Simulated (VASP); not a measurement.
Write the native input for VASP 6.6.1 that does the following.

```yaml
Task: single point
Functional: LDA
Potentials_or_basis: VASP PAW LDA potentials, release 64 (C)
Cutoff: 520 eV
k_mesh: 12 × 12 × 2
Occupations: gaussian, width 0.05 eV
Spin: no spin polarisation
Dipole_correction: no
Further_INCAR_settings: ALGO = Normal; EDIFF = 1e-06; NBANDS = 36
```

The structure of C lies in POSCAR:

```
C
1.0
    2.3177000000      0.0000000000      0.0000000000
   -1.1588500000      2.0071870784      0.0000000000
    0.0000000000      0.0000000000     12.9064000000
C
12
Direct
    0.0000000000      0.0000000000      0.1868599868
    0.0000000000      0.0000000000      0.6868599868
    0.0000000000      0.0000000000      0.3131400132
    0.0000000000      0.0000000000      0.8131400132
    0.3333333333      0.6666666667      0.5207718743
    0.6666666667      0.3333333333      0.0207718743
    0.3333333333      0.6666666667      0.9792281257
    0.6666666667      0.3333333333      0.4792281257
    0.3333333333      0.6666666667      0.6450609412
    0.6666666667      0.3333333333      0.1450609412
    0.3333333333      0.6666666667      0.8549390588
    0.6666666667      0.3333333333      0.3549390588
```

One way to write it, as run:

INCAR

```
SYSTEM = C
ALGO = Normal ; EDIFF = 1E-6
ENCUT = 520 ; GGA = CA
ISIF = 2 ; ISMEAR = 0
LASPH = .TRUE. ; LCHARG = .TRUE.
LELF = .TRUE. ; LREAL = .FALSE.
LVHAR = .TRUE. ; LWAVE = .FALSE.
NBANDS = 36 ; NELM = 80
PREC = Accurate ; SIGMA = 0.05
```

KPOINTS

```
k-points
0
G
  12 12 2
  0 0 0
```

Potentials or basis: VASP PAW LDA potentials, release 64 (C).

Command:

```bash
$ cat potpaw_LDA.64/C/POTCAR > POTCAR
$ mpirun -np 1 vasp_std > vasp.out
```

Results of the run:

The pressure is 65.4 GPa and the largest force is 0.581 eV/Å. The band gap on the k mesh is 2.23 eV, direct.

It took 86 s on 1 thread of AMD EPYC 7R13 Processor (Zen 3) (shared host), peak memory 0.14 GiB.
